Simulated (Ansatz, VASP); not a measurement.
## BeTe in VASP and in Ansatz

```
CELL_PARAMETERS angstrom
0.00000 2.81000 2.81000
2.81000 0.00000 2.81000
2.81000 2.81000 0.00000
ATOMIC_POSITIONS crystal
Be 0.00000 0.00000 0.00000
Te 0.25000 0.25000 0.25000
```

Alike in both runs: task single point; functional PBE; k mesh 8 × 8 × 8; occupations gaussian, width 0.02 eV; no spin polarisation.

|  | VASP | Ansatz |
| --- | --- | --- |
| version | VASP 6.6.1 | Ansatz 0.2.0 |
| potentials or method | VASP PAW PBE potentials, release 64 (Be, Te), cutoff 600 eV | scalar-relativistic, plane waves, PAW |
| valence electrons in the cell | 8 | 18 |

```tsv
	VASP	Ansatz	Ansatz less VASP
gap on the k mesh at the Fermi level (eV)	1.96	1.97	+0.014
least direct gap on the mesh (eV)	3.60	3.62	+0.019
pressure (GPa)	1.5	1.4	-0.14
```

VASP's potentials hold 8 valence electrons a cell and Ansatz's 18, so a difference there can come from the potentials and not from the codes.

Spin-orbit coupling is off throughout.
